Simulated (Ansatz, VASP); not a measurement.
# Ni: VASP beside Ansatz

```
Ni
1.0
     0.00000    1.71362    1.71362
     1.71362    0.00000    1.71362
     1.71362    1.71362    0.00000
Ni
1
Direct
  0.00000 0.00000 0.00000
```

Alike in both runs: task relaxation of cell and atoms; functional LDA; k mesh 20 × 20 × 20; occupations gaussian, width 0.1 eV; collinear spin.

```csv
,VASP,Ansatz
version,VASP 6.6.1,Ansatz 0.2.0
potentials or method,"VASP PAW LDA potentials, release 64 (Ni), cutoff 600 eV","scalar-relativistic, plane waves, PAW"
valence electrons in the cell,10,18
```

|  | VASP | Ansatz | Ansatz less VASP |
| --- | --- | --- | --- |
| gap on the k mesh at the Fermi level, each at its own relaxed structure (eV) | none | none | - |
| net moment per atom (μB) | 0.60 | 0.61 | +0.014 |
| size of the moment on the site where the two differ most (μB) | 0.60 | 0.64 | +0.040 |
| relaxed volume (Å³/atom) | 10.03 | 10.04 | +0.009 |
| relaxed cell length with the largest relative difference (Å) | 2.420 | 2.421 | +0.0007 |

LDA's correlation is that of Perdew and Zunger in VASP and of Perdew and Wang (1992) in Ansatz. Site moments also hang on the region over which each program counts them. A gap of «none» marks a metal or a gap that the smearing closes. VASP's potentials hold 10 valence electrons a cell and Ansatz's 18, so a difference there can come from the potentials and not from the codes.
